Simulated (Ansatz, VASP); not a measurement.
# Two plane-wave programs on MnO

Contents of INCAR:

```
PREC = Accurate
ENCUT = 700
EDIFF = 1E-6
ISMEAR = -1
SIGMA = 0.05
LREAL = False
LASPH = True
NELM = 200
ALGO = Normal
ISIF = 2
LWAVE = False
LCHARG = False
ISPIN = 2
MAGMOM = 4 0
LORBIT = 11
LMAXMIX = 4
GGA = CA
NBANDS = 22
GGA_COMPAT = False
```

File KPOINTS:

```
Automatic mesh
0
Gamma
  10 10 10
```

POSCAR

```
MnO
1.0
    0.0000000000      2.2675248097      2.2675248097
    2.2675248097      0.0000000000      2.2675248097
    2.2675248097      2.2675248097      0.0000000000
Mn O
1 1
Direct
    0.0000000000      0.0000000000      0.0000000000
    0.5000000000      0.5000000000      0.5000000000
```

Contents of input.yaml:

```yaml
crystal:
  lattice:
    - [0.0, 2.2675248097, 2.2675248097]
    - [2.2675248097, 0.0, 2.2675248097]
    - [2.2675248097, 2.2675248097, 0.0]
  atoms:
    - { symbol: Mn, position: [0.0, 0.0, 0.0], spin: 4.0 }
    - { symbol: O, position: [0.5, 0.5, 0.5] }
hamiltonian:
  xc: lda
  pseudopotentials: { kind: paw }
magnetization:
  spin_polarized: true
kpoints:
  mp_grid: { grid: [10, 10, 10] }
scf:
  occupations: { method: fermi_dirac, width: 0.05 }
output:
  forces: true
  stress: true
  eigenvalues: true
```

Alike in both runs: task single point; functional LDA; k mesh 10 × 10 × 10; occupations fermi-dirac, width 0.05 eV; collinear spin.

```csv
,VASP,Ansatz
version,VASP 6.6.1,Ansatz 0.2.0
potentials or method,"VASP PAW LDA potentials, release 64 (Mn_sv, O)",Ansatz PAW
plane-wave cutoff (eV),700,420
valence electrons in the cell,21,21
```

Ansatz gave:

* gap on the k mesh at the Fermi level (eV): none
* pressure (GPa): -19.7
* net moment per atom (μB): 2.40
* size of the moment on the site where the two differ most (μB): 0.24

Task: What did VASP give for the same quantities?

Result: gap on the k mesh at the Fermi level (eV): none; pressure (GPa): -21.3; net moment per atom (μB): 2.37; size of the moment on the site where the two differ most (μB): 0.20.

LDA's correlation is that of Perdew and Zunger in VASP and of Perdew and Wang (1992) in Ansatz. Site moments also hang on the region over which each program counts them. A gap of «none» marks a metal or a gap that the smearing closes.
